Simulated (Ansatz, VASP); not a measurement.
# WC: VASP beside Ansatz

Contents of INCAR:

```
SYSTEM = WC
PREC = Accurate
ENCUT = 520
EDIFF = 1E-6
ISMEAR = -1
SIGMA = 0.05
LREAL = .FALSE.
LASPH = .TRUE.
NELM = 80
ALGO = Normal
ISIF = 2
LWAVE = .FALSE.
LCHARG = .FALSE.
GGA = PS
NBANDS = 16
```

The input KPOINTS:

```
Automatic mesh
0
G
  8 8 8
  0 0 0
```

The input POSCAR:

```
WC
1.0
    0.0000000000      2.1926800000      2.1926800000
    2.1926800000      0.0000000000      2.1926800000
    2.1926800000      2.1926800000      0.0000000000
W C
1 1
Direct
    0.0000000000      0.0000000000      0.0200000000
    0.5000000000      0.5000000000      0.5000000000
```

Input for Ansatz:

```yaml
crystal:
  lattice:
    - [0.0, 2.19268, 2.19268]
    - [2.19268, 0.0, 2.19268]
    - [2.19268, 2.19268, 0.0]
  atoms:
    - { symbol: W, position: [0.0, 0.0, 0.02] }
    - { symbol: C, position: [0.5, 0.5, 0.5] }
basis:
  ecutwfc: 510.0
kpoints:
  mp_grid:
    grid: [8, 8, 8]
hamiltonian:
  xc: pbesol
scf:
  occupations:
    method: fermi_dirac
    width: 0.05
output:
  forces: true
```

Alike in both runs: task single point; functional PBEsol; k mesh 8 × 8 × 8; occupations fermi-dirac, width 0.05 eV; no spin polarisation.

|  | VASP | Ansatz |
| --- | --- | --- |
| version | VASP 6.6.1 | Ansatz 0.2.0 |
| potentials or method | VASP PAW PBE potentials, release 64 (W_sv, C), cutoff 520 eV | plane waves, PAW |
| valence electrons in the cell | 18 | 18 |

|  | VASP | Ansatz | Ansatz less VASP |
| --- | --- | --- | --- |
| gap on the k mesh at the Fermi level (eV) | none | none | - |
| rms of the force components (eV/Å) | 0.227 | 0.224 | -0.0032 |

VASP's potentials were made for PBE, not for PBEsol. Atom by atom the forces differ by 0.003 eV/Å (rms over components). A gap of «none» marks a metal or a gap that the smearing closes. The functional is the same, so the differences come from potentials, cutoffs and numerics.

Spin-orbit coupling is off throughout.
